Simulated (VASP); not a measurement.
NbP, 4 atoms in the cell. Symmetry: P6_3/mmc, No. 194, hexagonal system. Conventional cell: a = 3.263 Å, b = 3.263 Å, c = 6.660 Å, α = 90.00°, β = 90.00°, γ = 120.00°. Within 3.4 Å of Nb (site symmetry -3m) lie 6 P at 2.51 Å and 8 Nb at 3.26 to 3.33 Å. P (site symmetry -6m2) has 6 Nb at 2.51 Å and 6 P at 3.26 Å within 3.3 Å. 

| Item | Value |
| --- | --- |
| Program | VASP 6.6.1 |
| Task | relaxation of shape and atoms at fixed volume |
| Functional | PBE |
| Potentials or basis | VASP PAW PBE potentials, release 64 (Nb_sv, P) |
| Cutoff | 500 eV |
| k mesh | 10 × 10 × 8 |
| Occupations | gaussian, width 0.05 eV |
| Spin | no spin polarisation |
| Dipole correction | no |
| Further INCAR settings | ALGO = Normal; EDIFF = 1e-07; IBRION = 2; EDIFFG = -0.01; NSW = 60; ISIF = 4 |

Potentials or basis: VASP PAW PBE potentials, release 64 (Nb_sv, P).

Run with:

```bash
$ cat potpaw_PBE.64/Nb_sv/POTCAR potpaw_PBE.64/P/POTCAR > POTCAR
$ mpirun -np 1 vasp_std > vasp.out
```

Hardware: 1 thread of Intel(R) Xeon(R) 6975P-C (Granite Rapids), on a shared host.

**Question.** Estimate the wall time of this run.

**Answer.** Run time: 84 s on 1 thread of Intel(R) Xeon(R) 6975P-C (Granite Rapids), with other jobs on the host, peak memory 0.22 GiB. Counts: scf iterations 28, k points 70, ion steps 3.
